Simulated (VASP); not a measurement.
**SrFe3: single point with PBEsol**

The system is SrFe3.

```
Sr Fe
1.0
     4.05371    0.00000    0.00000
     0.00000    4.05371    0.00000
     0.00000    0.00000    4.05371
Sr Fe
1 3
Direct
  0.00000 0.00000 0.00000
  0.00000 0.50000 0.50000
  0.50000 0.50000 0.00000
  0.50000 0.00000 0.50000
```

This cell differs from its parent crystal: volume scaled by 1.040.

```
Program                : VASP 6.6.1
Task                   : single point
Functional             : PBEsol
Potentials or basis    : VASP PAW PBE potentials, release 64 (Sr_sv, Fe)
Cutoff                 : 520 eV
k mesh                 : 8 × 8 × 8
Occupations            : gaussian, width 0.05 eV
Spin                   : collinear spin, ferromagnetic start
Starting moments       : [0.0, 2.86, 2.86, 2.86] μB
Dipole correction      : no
Further INCAR settings : ALGO = Normal; EDIFF = 1e-07; NBANDS = 29
```

```
Pressure                                              : -2.5 GPa
Net moment                                            : 7.59 μB per cell
Site moments                                          : Sr -0.09; Fe +2.58 μB
Valence electrons inside the program's atomic spheres : Sr 8.30; Fe 6.90
```

Levels at points of the mesh, in eV from the Fermi level:
Spin up:
```
           k point  band 18  band 19  band 20  band 21  band 22  band 23  band 24  band 25
(0.00, 0.00, 0.00)    -0.96    -0.96    -0.96     2.76     2.76     2.78     2.78     2.78
(0.50, 0.00, 0.00)    -1.89    -1.89    -1.66    -0.96     2.20     2.20     2.55     6.28
(0.50, 0.50, 0.00)    -2.11    -1.97    -1.61    -0.83     0.75     0.75     3.43     3.43
(0.50, 0.50, 0.50)    -1.15    -1.15    -0.66     1.37     1.37     1.37     1.83     1.83
```
Spin down:
| k point | band 10 | band 11 | band 12 | band 13 | band 14 | band 15 | band 16 | band 17 |
| --- | --- | --- | --- | --- | --- | --- | --- | --- |
| (0.00, 0.00, 0.00) | -1.69 | -1.66 | 0.15 | 0.15 | 0.15 | 1.21 | 1.21 | 1.27 |
| (0.50, 0.00, 0.00) | -0.81 | -0.81 | -0.52 | -0.52 | -0.47 | 0.32 | 0.49 | 0.60 |
| (0.50, 0.50, 0.00) | -0.70 | -0.70 | -0.56 | -0.56 | -0.02 | 0.00 | 0.11 | 0.22 |
| (0.50, 0.50, 0.50) | -0.35 | -0.35 | -0.35 | 0.37 | 0.37 | 0.37 | 0.45 | 0.45 |

Run time: 2.5 min on 1 thread of Oxide Virtual Turin-like Processor (shared host), peak memory 0.22 GiB.

Caveat: the PAW data sets were made with another functional, which shifts forces and pressure a little.
